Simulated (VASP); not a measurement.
Runs of VASP 6.6.1 on BN (ae). The structure is that of space group F-43m (No. 216), or close to it. The cells are those of the table. 

```csv
task,cell,gap on the mesh (eV),pressure (GPa)
single point,"a = 2.484 Å, angles 60.0°, 2 atoms",4.55,41.9
single point,"a = 2.638 Å, angles 60.0°, 2 atoms",4.35,-27.5
single point,"a = 2.588 Å, angles 60.0°, 2 atoms",(b),(a)
single point,"a = 2.563 Å, angles 60.0°, 2 atoms",4.45,0.0
single point,"a = 2.613 Å, angles 60.0°, 2 atoms",4.39,-19.6
relaxation of cell and atoms,"relaxed from a = 2.573 Å, angles 60.0°, 2 atoms",4.45,0.0
single point,"a = 2.537 Å, angles 60.0°, 2 atoms",4.48,12.1
single point,"a = 2.511 Å, angles 60.0°, 2 atoms",4.51,25.9
```

Alike in all rows: level PBE; potentials or basis VASP PAW PBE potentials, release 64 (B, N); no spin polarisation; k mesh 12 × 12 × 12; cutoff (eV) 600; smearing gaussian 0.02 eV.

**Question.** Estimate the missing entries.

**Answer.** (a) -10.5; (b) 4.42.

A k mesh can miss the band edges.
